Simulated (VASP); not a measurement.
Write the native input for VASP 6.6.1 that does the following.

| Quantity | Value |
| --- | --- |
| Task | relaxation of cell and atoms |
| Functional | RPBE |
| Dispersion | D3(BJ) |
| Potentials or basis | VASP PAW PBE potentials, release 64 (Sn_d) |
| Cutoff | 600 eV |
| k mesh | 11 × 11 × 11 |
| Occupations | fermi-dirac, width 0.05 eV |
| Spin | no spin polarisation |
| Dipole correction | no |
| Further INCAR settings | ALGO = Normal; EDIFF = 1e-06; IBRION = 2; EDIFFG = -0.01; NSW = 60; ISIF = 3 |

The structure of Sn lies in POSCAR:

```
Sn
1.0
   -1.7265390000      1.7755470000      2.3383420000
    1.7265390000     -1.7755470000      2.3383420000
    1.7265390000      1.7755470000     -2.3383420000
Sn
1
Direct
    0.0000000000      0.0000000000      0.0000000000
```

The input as run:

INCAR

```
PREC = Accurate
ENCUT = 600
EDIFF = 1E-6
ISMEAR = -1
SIGMA = 0.05
LREAL = F
LASPH = T
NELM = 100
ALGO = Normal
ISIF = 3
LWAVE = F
LCHARG = F
GGA = RP
IVDW = 12
IBRION = 2
NSW = 60
EDIFFG = -0.01
```

KPOINTS

```
Automatic mesh
0
Gamma
  11 11 11
```

Potentials or basis: VASP PAW PBE potentials, release 64 (Sn_d).

Command:

```sh
$ cat potpaw_PBE.64/Sn_d/POTCAR > POTCAR
$ mpirun -np 1 vasp_std > vasp.out
```

It gave:

```json
{
 "Relaxed volume": "20.84 Å³/atom",
 "Relaxed cell": "a = 3.089 Å, b = 3.089 Å, c = 3.089 Å, α = 119.99°, β = 119.99°, γ = 90.02°",
 "Space group after relaxing (to 0.1 Å)": "Fm-3m (No. 225)",
 "Energy gained by relaxing": "574.9 meV/atom",
 "Ionic steps": "22",
 "Pressure after relaxing": "0.0 GPa",
 "Band gap on the k mesh": "zero (bands 7 and 8 overlap by 12.61 eV)",
 "Dispersion energy per atom": "-2.984 eV"
}
```

Caveat: the volume moved by over 15 % at a fixed basis, so the end points are rough; the dispersion term is far too large for a dense solid, which distorts pressure and volume; the PAW data sets were made with another functional, which shifts forces and pressure a little; spin-orbit coupling is left out, which moves the levels of the heavy elements.

Wall time 20 min on 1 thread of Intel Xeon 8259CL, with other jobs on the host, peak memory 0.25 GiB.
